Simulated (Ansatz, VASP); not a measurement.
**Hg: VASP beside Ansatz**

INCAR

```
PREC = Accurate
ENCUT = 520
EDIFF = 1E-7
ISMEAR = -1
SIGMA = 0.08
LREAL = F
LASPH = T
NELM = 60
ALGO = Normal
ISIF = 2
LWAVE = F
LCHARG = T
GGA = PS
LELF = T
LVHAR = T
NBANDS = 12
```

Contents of KPOINTS:

```
Automatic mesh
0
Gamma
  15 15 15
```

Contents of POSCAR:

```
Hg
1.0
   -1.6557777246      1.6557777246      1.6557777246
    1.6557777246     -1.6557777246      1.6557777246
    1.6557777246      1.6557777246     -1.6557777246
Hg
1
Direct
    0.0000000000      0.0000000000      0.0000000000
```

Input for Ansatz:

```yaml
crystal:
  lattice:
    - [-1.6557777246, 1.6557777246, 1.6557777246]
    - [1.6557777246, -1.6557777246, 1.6557777246]
    - [1.6557777246, 1.6557777246, -1.6557777246]
  atoms:
    - { symbol: Hg, position: [0.0, 0.0, 0.0] }
kpoints:
  mp_grid: { grid: [15, 15, 15] }
scf:
  occupations: { method: fermi_dirac, width: 0.08 }
hamiltonian:
  xc: pbesol
  pseudopotentials: { kind: all_electron, lapw: { basis_error: 0.001 } }
output:
  forces: true
  stress: true
  eigenvalues: true
  populations: true
```

Change from the starting cell: volume scaled by 0.76, LAPW.

Alike in both runs: task single point; functional PBEsol; k mesh 15 × 15 × 15; occupations fermi-dirac, width 0.08 eV; no spin polarisation.

|  | VASP | Ansatz |
| --- | --- | --- |
| version | VASP 6.6.1 | Ansatz 0.2.0 |
| potentials or method | VASP PAW PBE potentials, release 64 (Hg), cutoff 520 eV | all-electron LAPW, scalar-relativistic |

|  | VASP | Ansatz | Ansatz less VASP |
| --- | --- | --- | --- |
| pressure (GPa) | 27.8 | 26.3 | -1.53 |

VASP's potentials were made for PBE, not for PBEsol. Ansatz ran all-electron here, and VASP with PAW potentials.

Neither program's run includes spin-orbit coupling.
